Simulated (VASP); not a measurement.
Here is a VASP 6.6.1 calculation.

The input INCAR:

```
SYSTEM = SrO
PREC = Accurate
ENCUT = 520
EDIFF = 1E-6
ISMEAR = 0
SIGMA = 0.01
LREAL = .FALSE.
LASPH = .TRUE.
NELM = 150
ALGO = Normal
ISIF = 2
LWAVE = .FALSE.
LCHARG = .FALSE.
MAGMOM = 0 0 0 0 0 0
LORBIT = 11
LSORBIT = .TRUE.
GGA_COMPAT = .FALSE.
LORBMOM = .TRUE.
GGA = PE
NBANDS = 28
```

KPOINTS

```
regular mesh
0
G
  8 8 8
  0 0 0
```

File POSCAR:

```
SrO
1.0
    0.0000000000      2.7922805169      2.7922805169
    2.7922805169      0.0000000000      2.7922805169
    2.7922805169      2.7922805169      0.0000000000
Sr O
1 1
Direct
    0.0000000000      0.0000000000      0.0000000000
    0.2500000000      0.2500000000      0.2500000000
```

Potentials or basis: VASP PAW PBE potentials, release 64 (Sr_sv, O).

Launch:

```bash
$ cat potpaw_PBE.64/Sr_sv/POTCAR potpaw_PBE.64/O/POTCAR > POTCAR
$ mpirun -np 1 vasp_ncl > vasp.out
```

**Question.** Estimate the net moment.

**Answer.** 0.00 μB per cell.

**Question.** Estimate the pressure.

**Answer.** 1.4 GPa.

Moments on the atoms (μB; x, y, z):
```
Sr  0.00 0.00 0.00
O   0.00 0.00 0.00
```
